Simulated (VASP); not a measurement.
Runs of VASP 6.6.1 on YHg. The structure is that of space group Pm-3m (No. 221), or close to it. The cells are those of the table. 

```tsv
cell	gap on the mesh (eV)	pressure (GPa)
a = 3.682 Å, angles 88.8°, 2 atoms	none	-3.2
a = 3.682 Å, 2 atoms	none	-3.3
a = 3.754 Å, 2 atoms	none	-6.6
a = 3.670 Å, 2 atoms	none	(b)
a = 3.694 Å, 2 atoms	none	(a)
a = 3.682 Å, angles 91.1°, 2 atoms	none	-3.2
a = 3.706 Å, 2 atoms	none	-4.5
```

Alike in all rows: task electric field gradients; level LDA; potentials or basis VASP PAW LDA potentials, release 64 (Y_sv, Hg); no spin polarisation; k mesh 11 × 11 × 11; cutoff (eV) 520; smearing fermi-dirac 0.08 eV.

**Question.** Fill in the values left out.

**Answer.** (a) -3.9; (b) -2.6.

Caveats: spin-orbit coupling is left out, which moves the levels of the heavy elements.

A k mesh can miss the band edges, and the runs leave out spin-orbit coupling on Hg, Y.

A gap of «none» marks levels without a gap at the run's occupations.
